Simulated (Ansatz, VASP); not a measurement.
Au in VASP and in Ansatz

File POSCAR:

```
Au
1.0
    2.8902925734      0.0000000000      0.0000000000
   -1.4451462867      2.5030667929      0.0000000000
    0.0000000000      0.0000000000      4.6214799104
Au
2
Direct
    0.3333333333      0.6666666667      0.7500000000
    0.6666666667      0.3333333333      0.2500000000
```

Contents of INCAR.step1:

```
PREC = Accurate
ENCUT = 520
ISMEAR = 0
SIGMA = 0.15
LREAL = F
LASPH = T
NELM = 100
NBANDS = 18
GGA = PE
ALGO = Normal
EDIFF = 1E-4
LWAVE = T
LCHARG = F
```

The input INCAR.step2:

```
PREC = Accurate
ENCUT = 520
EDIFF = 1E-6
ISMEAR = 0
SIGMA = 0.15
LREAL = F
LASPH = T
NELM = 100
ALGO = Normal
ISIF = 2
LWAVE = F
LCHARG = F
METAGGA = R2SCAN
LMIXTAU = T
NBANDS = 18
ISTART = 1
```

Contents of KPOINTS:

```
Automatic mesh
0
Gamma
  24 24 12
```

Input for Ansatz:

```yaml
crystal:
  lattice:
    - [2.8902925734, 0.0, 0.0]
    - [-1.4451462867, 2.5030667929, 0.0]
    - [0.0, 0.0, 4.6214799104]
  atoms:
    - { symbol: Au, position: [0.3333333333, 0.6666666667, 0.75] }
    - { symbol: Au, position: [0.6666666667, 0.3333333333, 0.25] }
basis:
  ecutwfc: 500
kpoints:
  mp_grid: { grid: [24, 24, 12] }
hamiltonian:
  xc: r2scan
scf:
  occupations: { method: gaussian, width: 0.15 }
output:
  forces: true
  stress: true
  eigenvalues: true
```

Change from the starting cell: strain +0.000 along x and y, -0.050 along z, atoms carried along.

Alike in both runs: task single point; functional r2SCAN; k mesh 24 × 24 × 12; occupations gaussian, width 0.15 eV; no spin polarisation.

|  | VASP | Ansatz |
| --- | --- | --- |
| version | VASP 6.6.1 | Ansatz 0.2.0 |
| potentials or method | VASP PAW PBE potentials, release 64 (Au), cutoff 520 eV | scalar-relativistic, plane waves, PAW |
| valence electrons in the cell | 22 | 38 |

```csv
,VASP,Ansatz,Ansatz less VASP
gap on the k mesh at the Fermi level (eV),none,none,-
pressure (GPa),9.4,9.0,-0.40
"traceless stress, the component that is largest in VASP (GPa)",3.16,3.12,-0.040
```

VASP's potentials were made for PBE, not for r2SCAN. A gap of «none» marks a metal or a gap that the smearing closes. VASP's potentials hold 22 valence electrons a cell and Ansatz's 38, so a difference there can come from the potentials and not from the codes.

Spin-orbit coupling is off throughout.
